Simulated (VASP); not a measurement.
# MgS (Pm-3m) in VASP: settings compared

The runs below take MgS through relaxation of cell and atoms, single point, with PBEsol, LDA, r2SCAN, HSE06.

Program: VASP 6.6.1. These are calculated values, not measurements. Logs are shortened: lines on timing, memory, paths and dates and some standing lists are left out, and cuts for length are marked.

**1. The cell of the first run**

The structure is cubic, space group Pm-3m (No. 221). The conventional cell has a = 3.274 Å, b = 3.274 Å, c = 3.274 Å, α = 90.00°, β = 90.00°, γ = 90.00°. Within 3.7 Å of Mg (site symmetry m-3m) lie 8 S at 2.84 Å and 6 Mg at 3.27 Å. S (site symmetry m-3m) has 8 Mg at 2.84 Å and 6 S at 3.27 Å within 3.7 Å.

**2. Relaxation of cell and atoms, PBEsol**

Contents of INCAR:

```
SYSTEM = MgS
ALGO = Normal ; EDIFF = 1E-6
EDIFFG = -0.005 ; ENCUT = 600
GGA = PS ; IBRION = 2
ISIF = 3 ; ISMEAR = -1
LASPH = .TRUE. ; LCHARG = .FALSE.
LREAL = .FALSE. ; LWAVE = .FALSE.
NELM = 80 ; NSW = 80
PREC = Accurate ; SIGMA = 0.02
```

Contents of KPOINTS:

```
k-points
0
G
  8 8 8
  0 0 0
```

Contents of POSCAR:

```
MgS
1.0
    3.2740189688      0.0000000000      0.0000000000
    0.0000000000      3.2740189688      0.0000000000
    0.0000000000      0.0000000000      3.2740189688
Mg S
1 1
Direct
    0.0000000000      0.0000000000      0.0000000000
    0.5000000000      0.5000000000      0.5000000000
```

Potentials or basis: VASP PAW PBE potentials, release 64 (Mg, S).

Run with:

```console
$ cat potpaw_PBE.64/Mg/POTCAR potpaw_PBE.64/S/POTCAR > POTCAR
$ mpirun -np 1 vasp_std > vasp.out
```

OUTCAR:

```text
SYSTEM = MgS
   EDIFF = 1E-6
   EDIFFG = -0.005
   ENCUT = 600
   GGA = PS
   IBRION = 2
   ISIF = 3
   ISMEAR = -1
   LASPH = .TRUE.
   LREAL = .FALSE.
   NELM = 80
   NSW = 80
   PREC = Accurate

 ion  position               nearest neighbor table
   1  0.000  0.000  0.000-   2 2.84   2 2.84   2 2.84   2 2.84   2 2.84   2 2.84   2 2.84   2 2.84

   2  0.500  0.500  0.500-   1 2.84   1 2.84   1 2.84   1 2.84   1 2.84   1 2.84   1 2.84   1 2.84

  LATTYP: Found a simple cubic cell.
 ALAT       =     3.2740189688

  Lattice vectors:

 A1 = (   3.2740189688,   0.0000000000,   0.0000000000)
 A2 = (   0.0000000000,   3.2740189688,   0.0000000000)
 A3 = (   0.0000000000,   0.0000000000,   3.2740189688)

Analysis of symmetry for initial positions (statically):
=====================================================================
 Subroutine PRICEL returns:
 Original cell was already a primitive cell.

 Routine SETGRP: Setting up the symmetry group for a
 simple cubic supercell.

 Subroutine GETGRP returns: Found 48 space group operations
 (whereof 48 operations were pure point group operations)
 out of a pool of 48 trial point group operations.

The static configuration has the point symmetry O_h .

Analysis of symmetry for dynamics (positions and initial velocities):
=====================================================================
 Subroutine PRICEL returns:
 Original cell was already a primitive cell.

 Routine SETGRP: Setting up the symmetry group for a
 simple cubic supercell.

 Subroutine GETGRP returns: Found 48 space group operations
 (whereof 48 operations were pure point group operations)
 out of a pool of 48 trial point group operations.

The dynamic configuration has the point symmetry O_h .

 Subroutine INISYM returns: Found 48 space group operations
 (whereof 48 operations are pure point group operations),
 and found     1 'primitive' translations

----------------------------------------------------------------------------------------

                                     Primitive cell

  volume of cell :      35.0949

  direct lattice vectors                    reciprocal lattice vectors
     3.274018969  0.000000000  0.000000000     0.305435005  0.000000000  0.000000000
     0.000000000  3.274018969  0.000000000     0.000000000  0.305435005  0.000000000
     0.000000000  0.000000000  3.274018969     0.000000000  0.000000000  0.305435005

  length of vectors
     3.274018969  3.274018969  3.274018969     0.305435005  0.305435005  0.305435005

  position of ions in fractional coordinates (direct lattice)
     0.000000000  0.000000000  0.000000000
     0.500000000  0.500000000  0.500000000

  ion indices of the primitive-cell ions
   primitive index   ion index
                 1           1
                 2           2

----------------------------------------------------------------------------------------

 KPOINTS: k-points

Automatic generation of k-mesh.
 Grid dimensions read from file:
 generate k-points for:    8    8    8

 Generating k-lattice:

  Cartesian coordinates                     Fractional coordinates (reciprocal lattice)
     0.038179376  0.000000000  0.000000000     0.125000000  0.000000000  0.000000000
     0.000000000  0.038179376  0.000000000     0.000000000  0.125000000  0.000000000
     0.000000000  0.000000000  0.038179376     0.000000000  0.000000000  0.125000000

  Length of vectors
     0.038179376  0.038179376  0.038179376

  Shift w.r.t. Gamma in fractional coordinates (k-lattice)
     0.000000000  0.000000000  0.000000000

 Subroutine IBZKPT returns following result:
 ===========================================

 Found     35 irreducible k-points:

 Following reciprocal coordinates:
            Coordinates               Weight
  0.000000  0.000000  0.000000      1.000000
  0.125000  0.000000  0.000000      6.000000
  0.250000  0.000000  0.000000      6.000000
  0.375000  0.000000  0.000000      6.000000
  0.500000  0.000000  0.000000      3.000000
  0.125000  0.125000  0.000000     12.000000
[... 16 lines left out ...]
  0.375000  0.375000  0.125000     24.000000
  0.500000  0.375000  0.125000     24.000000
 [... further k-points ...]
   k-points           NKPTS =     35   k-points in BZ     NKDIM =     35   number of bands    NBANDS=      8
   number of dos      NEDOS =    301   number of ions     NIONS =      2
   total plane-waves  NPLWV =  21952
   dimension x,y,z NGX =    28 NGY =   28 NGZ =   28
   dimension x,y,z NGXF=    56 NGYF=   56 NGZF=   56
   ions per type =               1   1
   NGX,Y,Z   is equivalent  to a cutoff of  14.22, 14.22, 14.22 a.u.
   NGXF,Y,Z  is equivalent  to a cutoff of  28.44, 28.44, 28.44 a.u.
 SYSTEM =  MgS
   PREC   = accura    normal or accurate (medium, high low for compatibility)
   ISTART =      0    job   : 0-new  1-cont  2-samecut
   ICHARG =      2    charge: 1-file 2-atom 10-const
   ISPIN  =      1    spin polarized calculation?
   LNONCOLLINEAR =      F non collinear calculations
   LSORBIT =      F    spin-orbit coupling
   LASPH  =      T    aspherical Exc in radial PAW
   ENCUT  =  600.0 eV  44.10 Ry    6.64 a.u.   6.54  6.54  6.54*2*pi/ulx,y,z
   NELM   =     80;   NELMIN=  2; NELMDL= -5     # of ELM steps
   EDIFF  = 0.1E-05   stopping-criterion for ELM
   LREAL  =      F    real-space projection
   EDIFFG = -.5E-02   stopping-criterion for IOM
   NSW    =     80    number of steps for IOM
   IBRION =      2    ionic relax: 0-MD 1-quasi-New 2-CG
   NFREE  =      1    steps in history (QN), initial steepest desc. (CG)
   ISIF   =      3    stress and relaxation
   ISYM   =      2    0-nonsym 1-usesym 2-fastsym
   POTIM  = 0.5000    time-step for ionic-motion
   TEBEG  =    0.0;   TEEND  =   0.0 temperature during run
   PSTRESS=    0.0 pullay stress
   NELECT =       8.0000    total number of electrons
   NUPDOWN=      -1.0000    fix difference up-down
   EMIN   =  10.00;   EMAX   =-10.00  energy-range for DOS
   EFERMI =   0.00;   METHOD = LEGACY
   ISMEAR =    -1;   SIGMA  =   0.02  broadening in eV -4-tet -1-fermi 0-gaus
   EFERMI_NEDOS =   21; number of points for ismear=-14 and -15
   IALGO  =     38    algorithm
   IMIX   =      4    mixing-type and parameters
     AMIX     =   0.40;   BMIX     =  1.00
     AMIX_MAG =   1.60;   BMIX_MAG =  1.00
  volume/ion in A,a.u.               =      17.55       118.42
  Fermi-wavevector in a.u.,A,eV,Ry     =   1.000054  1.889829 13.607307  1.000109
  Thomas-Fermi vector in A             =   2.132385
   LORBIT       =      0    0 simple, 1 ext, 2 COOP (PROOUT), +10 PAW based schemes
   GGA     = PS    functional components
   LHFCALC =     F    Hartree Fock is set to
   AEXX    =    0.0000 exact exchange contribution
   IVDW    =     0    specifies the selected vdW correction
   LEPSILON=     F    determine dielectric tensor
   LRPA    =     F    only Hartree local field effects (RPA)
 conjugate gradient relaxation of ions
 non-spin polarized calculation
  energy-cutoff  :      600.00
  volume of cell :       35.09
 maximum number of plane-waves:      1208
 NGX is ok and might be reduce to    28
   NGX = 13   NGY = 13   NGZ = 13

--------------------------------------- Ionic step        1  -------------------------------------------

 number of electron       8.0000001 magnetization

 Free energy of the ion-electron system (eV)
  ---------------------------------------------------
  ext. energy  EPLUGINS =         0.00000000
  ---------------------------------------------------
  free energy    TOTEN  =        -7.86717666 eV

  energy without entropy =       -7.86650950  energy(sigma->0) =       -7.86684308

 E-fermi :   5.3244     XC(G=0):  -9.9314

 val. band max:        5.3242740578   @ k =   0.5000   0.3750   0.0000
 cond. band min:       5.4467316939   @ k =   0.5000   0.5000   0.0000
 fundamental gap:      0.1224576362
 Fermi energy:         5.3243900641

 k-point     1 :       0.0000    0.0000    0.0000
  band No.  band energies     occupation
      1      -8.6650      2.00000
      2       3.9727      2.00000
      3       3.9727      2.00000
      4       3.9727      2.00000
      5       6.0127      0.00000
      6       9.5788      0.00000
      7       9.5788      0.00000
      8      17.6324      0.00000

 k-point     2 :       0.1250    0.0000    0.0000
  band No.  band energies     occupation
      1      -8.5299      2.00000
      2       2.6018      2.00000
      3       4.0670      2.00000
      4       4.0670      2.00000
      5       6.7896      0.00000
      6       9.7894      0.00000
      7      10.5513      0.00000
      8      16.1474      0.00000
[... 300 lines left out ...]
 POSITION                                       TOTAL-FORCE (eV/Angst)
 -----------------------------------------------------------------------------------
      0.00000      0.00000      0.00000         0.000000      0.000000      0.000000
      1.61799      1.61799      1.61799        -0.000000     -0.000000      0.000000
 -----------------------------------------------------------------------------------
    total drift:                               -0.000000      0.000000      0.000000

  FREE ENERGIE OF THE ION-ELECTRON SYSTEM (eV)
  ---------------------------------------------------
  free  energy   TOTEN  =        -7.8740850824 eV

  energy  without entropy=       -7.8734207305  energy(sigma->0) =       -7.87375291

--------------------------------------- Ionic step        3  -------------------------------------------

 number of electron       8.0000002 magnetization

 Free energy of the ion-electron system (eV)
  ---------------------------------------------------
  ext. energy  EPLUGINS =         0.00000000
  ---------------------------------------------------
  free energy    TOTEN  =        -7.87430492 eV

  energy without entropy =       -7.87364080  energy(sigma->0) =       -7.87397286

 E-fermi :   5.6403     XC(G=0): -10.0531

 val. band max:        5.6402435569   @ k =   0.5000   0.3750   0.0000
 cond. band min:       5.7697003107   @ k =   0.5000   0.5000   0.0000
 fundamental gap:      0.1294567537
 Fermi energy:         5.6403167119

 k-point     1 :       0.0000    0.0000    0.0000
  band No.  band energies     occupation
      1      -8.5735      2.00000
      2       4.2325      2.00000
      3       4.2325      2.00000
      4       4.2325      2.00000
      5       6.4887      0.00000
      6       9.7911      0.00000
      7       9.7911      0.00000
      8      18.2367      0.00000

 k-point     2 :       0.1250    0.0000    0.0000
  band No.  band energies     occupation
      1      -8.4323      2.00000
      2       2.8375      2.00000
      3       4.3298      2.00000
      4       4.3298      2.00000
      5       7.2431      0.00000
      6      10.0057      0.00000
      7      10.8280      0.00000
      8      16.6114      0.00000
[... 264 lines left out ...]
 POSITION                                       TOTAL-FORCE (eV/Angst)
 -----------------------------------------------------------------------------------
      0.00000      0.00000      0.00000         0.000000     -0.000000      0.000000
      1.62087      1.62087      1.62087        -0.000000      0.000000      0.000000
 -----------------------------------------------------------------------------------
    total drift:                               -0.000000      0.000000      0.000000

  FREE ENERGIE OF THE ION-ELECTRON SYSTEM (eV)
  ---------------------------------------------------
  free  energy   TOTEN  =        -7.8743049189 eV

  energy  without entropy=       -7.8736408006  energy(sigma->0) =       -7.87397286

 reached required accuracy - stopping structural energy minimisation
```

It took 38 s on 1 thread of Intel Xeon 8259CL, shared host; peak memory 0.17 GiB.

What came out:

```
Free energy                           : -7.8743 eV
Relaxed volume                        : 17.03 Å³/atom
Relaxed cell                          : a = 3.242 Å, b = 3.242 Å, c = 3.242 Å, α = 90.00°, β = 90.00°, γ = 90.00°
Space group after relaxing (to 0.1 Å) : Pm-3m (No. 221)
Energy gained by relaxing             : 3.6 meV/atom
Ionic steps                           : 3
Pressure after relaxing               : 0.0 GPa
Band gap on the k mesh                : zero (bands 4 and 5 overlap by 0.37 eV)
```

Step by step:
| step | energy change (eV) | largest force (eV/Å) | pressure (GPa) | volume (Å³) |
| --- | --- | --- | --- | --- |
| 1 | 0.0000 | 0.0000 | -2.20 | 35.09 |
| 2 | -0.0069 | 0.0000 | 0.41 | 33.89 |
| 3 | -0.0071 | 0.0000 | -0.01 | 34.07 |

Final structure:
```
Mg S
1.0
     3.24174    0.00000    0.00000
     0.00000    3.24174    0.00000
     0.00000    0.00000    3.24174
Mg S
1 1
Direct
  0.00000 0.00000 0.00000
  0.50000 0.50000 0.50000
```

Caveat: semilocal functionals underestimate gaps, so a narrow gap can read as zero; the PAW data sets were made with another functional, which shifts forces and pressure a little.

**3. Relaxation of cell and atoms, LDA**

Contents of INCAR:

```
PREC = Accurate
ENCUT = 600
EDIFF = 1E-6
ISMEAR = -1
SIGMA = 0.02
LREAL = F
LASPH = T
NELM = 100
ALGO = Normal
ISIF = 3
LWAVE = F
LCHARG = F
IBRION = 2
NSW = 80
EDIFFG = -0.005
```

Contents of KPOINTS:

```
Automatic mesh
0
Gamma
  8 8 8
```

POSCAR is that of step 2.

Potentials or basis: VASP PAW LDA potentials, release 64 (Mg, S).

Run with:

```console
$ cat potpaw_LDA.64/Mg/POTCAR potpaw_LDA.64/S/POTCAR > POTCAR
$ mpirun -np 1 vasp_std > vasp.out
```

OUTCAR:

```text
PREC = Accurate
   ENCUT = 600
   EDIFF = 1E-6
   ISMEAR = -1
   LREAL = F
   LASPH = T
   NELM = 100
   ISIF = 3
   IBRION = 2
   NSW = 80
   EDIFFG = -0.005

 ion  position               nearest neighbor table
   1  0.000  0.000  0.000-   2 2.84   2 2.84   2 2.84   2 2.84   2 2.84   2 2.84   2 2.84   2 2.84

   2  0.500  0.500  0.500-   1 2.84   1 2.84   1 2.84   1 2.84   1 2.84   1 2.84   1 2.84   1 2.84

  LATTYP: Found a simple cubic cell.
 ALAT       =     3.2740189688

  Lattice vectors:

 A1 = (   3.2740189688,   0.0000000000,   0.0000000000)
 A2 = (   0.0000000000,   3.2740189688,   0.0000000000)
 A3 = (   0.0000000000,   0.0000000000,   3.2740189688)

Analysis of symmetry for initial positions (statically):
=====================================================================
 Subroutine PRICEL returns:
 Original cell was already a primitive cell.

 Routine SETGRP: Setting up the symmetry group for a
 simple cubic supercell.

 Subroutine GETGRP returns: Found 48 space group operations
 (whereof 48 operations were pure point group operations)
 out of a pool of 48 trial point group operations.

The static configuration has the point symmetry O_h .

Analysis of symmetry for dynamics (positions and initial velocities):
=====================================================================
 Subroutine PRICEL returns:
[... 228 lines left out ...]
--------------------------------------- Ionic step        3  -------------------------------------------

 number of electron       8.0000001 magnetization

 Free energy of the ion-electron system (eV)
  ---------------------------------------------------
  ext. energy  EPLUGINS =         0.00000000
  ---------------------------------------------------
  free energy    TOTEN  =        -8.35246174 eV

  energy without entropy =       -8.35142464  energy(sigma->0) =       -8.35194319

 E-fermi :   5.9010     XC(G=0): -10.3379

 val. band max:        5.7726347987   @ k =   0.3750   0.3750   0.0000
 cond. band min:       5.9110902214   @ k =   0.5000   0.3750   0.0000
 fundamental gap:      0.1384554226
 Fermi energy:         5.9009738754

 k-point     1 :       0.0000    0.0000    0.0000
  band No.  band energies     occupation
      1      -8.5176      2.00000
      2       4.4379      2.00000
      3       4.4379      2.00000
      4       4.4379      2.00000
      5       6.8488      0.00000
      6       9.9573      0.00000
      7       9.9573      0.00000
      8      18.6304      0.00000
[... 243 lines left out ...]
 k-point    24 :       0.5000    0.3750    0.1250
  band No.  band energies     occupation
      1      -6.1867      2.00000
      2       0.2378      2.00000
      3       1.1487      2.00000
      4       5.0190      2.00000
      5       6.1393      0.00001
      6      11.5815      0.00000
      7      12.1656      0.00000
      8      14.6212      0.00000

 [... further k-points ...]

------------------------ aborting loop because EDIFF is reached ----------------------------------------

  FORCE on cell =-STRESS in cart. coord.  units (eV):
  Direction    XX          YY          ZZ          XY          YZ          ZX
  --------------------------------------------------------------------------------------
  -------------------------------------------------------------------------------------
  Total        0.0025640      0.0025640      0.0025640     -0.0000000      0.0000000      0.0000000
  in kB        0.1247333      0.1247333      0.1247333     -0.0000000      0.0000000      0.0000000
  external PRESSURE =       0.1247333 kB  Pullay stress =       0.0000000 kB
[... 17 lines left out ...]
  FREE ENERGIE OF THE ION-ELECTRON SYSTEM (eV)
  ---------------------------------------------------
  free  energy   TOTEN  =        -8.3524617439 eV

  energy  without entropy=       -8.3514246360  energy(sigma->0) =       -8.35194319

 reached required accuracy - stopping structural energy minimisation
```

OSZICAR:

```text
N       E                     dE             d eps       ncg     rms          rms(c)
DAV:   1     0.263158265180E+02    0.26316E+02   -0.39702E+03   576   0.917E+02
DAV:   2    -0.768608598721E+01   -0.34002E+02   -0.31906E+02   720   0.107E+02
DAV:   3    -0.897023465033E+01   -0.12841E+01   -0.12841E+01   672   0.293E+01
[... 22 lines left out ...]
DAV:   3    -0.835248455151E+01    0.13766E-03   -0.81837E-04   664   0.172E-01    0.495E-02
DAV:   4    -0.835246871646E+01    0.15835E-04   -0.36490E-05   584   0.351E-02    0.297E-02
DAV:   5    -0.835246424168E+01    0.44748E-05   -0.25425E-05   616   0.281E-02    0.228E-02
DAV:   6    -0.835246186500E+01    0.23767E-05   -0.62726E-06   560   0.125E-02    0.753E-03
DAV:   7    -0.835246174386E+01    0.12113E-06   -0.67545E-07   304   0.498E-03
   3 F= -.83524617E+01 E0= -.83519432E+01  d E =-.317540E-01
```

Run time: 36 s. Hardware: 1 thread of Intel Xeon 8259CL, shared host; peak memory 0.15 GiB.

Results:

```
Free energy                           : -8.3525 eV
Relaxed volume                        : 16.47 Å³/atom
Relaxed cell                          : a = 3.205 Å, b = 3.205 Å, c = 3.205 Å, α = 90.00°, β = 90.00°, γ = 90.00°
Space group after relaxing (to 0.1 Å) : Pm-3m (No. 221)
Energy gained by relaxing             : 15.9 meV/atom
Ionic steps                           : 3
Pressure after relaxing               : 0.0 GPa
Band gap on the k mesh                : zero (bands 4 and 5 overlap by 0.54 eV)
```

Step by step:
```
step  energy change (eV)  largest force (eV/Å)  pressure (GPa)  volume (Å³)
   1              0.0000                0.0000           -4.52        35.09
   2             -0.0311                0.0000            0.72        32.64
   3             -0.0318                0.0000            0.01        32.93
```

Final structure:
```xyz
2
Lattice="3.2054 0.0000 0.0000 0.0000 3.2054 0.0000 0.0000 0.0000 3.2054" Properties=species:S:1:pos:R:3 pbc="T T T"
Mg    0.0000    0.0000    0.0000
S     1.6027    1.6027    1.6027
```

Caveat: semilocal functionals underestimate gaps, so a narrow gap can read as zero.

(Part 1 of 2 ends here.)
